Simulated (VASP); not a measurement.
A run of VASP 6.6.1 is set up as follows.

Contents of INCAR:

```
SYSTEM = Al
ALGO = Fast
EDIFF = 1E-6
ENCUT = 520
GGA = PE
ISIF = 2
ISMEAR = 0
LASPH = .True.
LCHARG = .False.
LREAL = .False.
LWAVE = .False.
NBANDS = 16
NELM = 60
PREC = Accurate
SIGMA = 0.1
```

File KPOINTS:

```
k-points
0
Gamma
  9 9 8
  0 0 0
```

The input POSCAR:

```
Al
1.0
    4.8259832820      0.0000000000      0.0000000000
   -2.4129916410      4.1794241204      0.0000000000
    0.0000000000      0.0000000000      4.6511998512
Al
5
Direct
    0.0000000000      0.6688062208      0.5000000000
    0.3311937792      0.3311937792      0.5000000000
    0.6688062208      0.0000000000      0.5000000000
    0.6666666667      0.3333333333      0.0000000000
    0.3333333333      0.6666666667      0.0000000000
```

Potentials or basis: VASP PAW PBE potentials, release 64 (Al).

Command:

```bash
$ cat potpaw_PBE.64/Al/POTCAR > POTCAR
$ mpirun -np 1 vasp_std > vasp.out
```

**Question.** Estimate the pressure.

**Answer.** 0.0 GPa.
